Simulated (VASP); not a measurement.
## AlN (rocksalt type): single point with r2SCAN

Crystal: AlN (rocksalt type).

```xyz
2
Lattice="0.0000 2.0188 2.0188 2.0188 0.0000 2.0188 2.0188 2.0188 0.0000" Properties=species:S:1:pos:R:3 pbc="T T T"
Al    0.0000    0.0000    0.0000
N     2.0188    2.0188    2.0188
```

```json
{"Program": "VASP 6.6.1", "Task": "single point", "Functional": "r2SCAN", "Potentials or basis": "VASP PAW PBE potentials, release 64 (Al, N)", "Cutoff": "520 eV", "k mesh": "15 × 15 × 15", "Occupations": "fermi-dirac, width 0.05 eV", "Spin": "no spin polarisation", "Dipole correction": "no", "Further INCAR settings": "ALGO = Normal; EDIFF = 1e-07; NBANDS = 11"}
```

```yaml
Pressure: -0.8 GPa
Band_gap_on_the_k_mesh: 5.60 eV, indirect (least direct gap 6.58 eV)
```

Levels at points of the mesh, in eV from the valence-band top:
| k point | band 2 | band 3 | band 4 | band 5 | band 6 | band 7 |
| --- | --- | --- | --- | --- | --- | --- |
| (0.00, 0.00, 0.00) | 0.00 | 0.00 | 0.00 | 6.58 | 12.93 | 12.93 |

Wall time 60 s on 1 thread of Intel(R) Xeon(R) Platinum 8488C (Sapphire Rapids), on a shared host, peak memory 0.15 GiB.

Caveat: the PAW data sets were made with another functional, which shifts forces and pressure a little. A k mesh can miss the band edges.
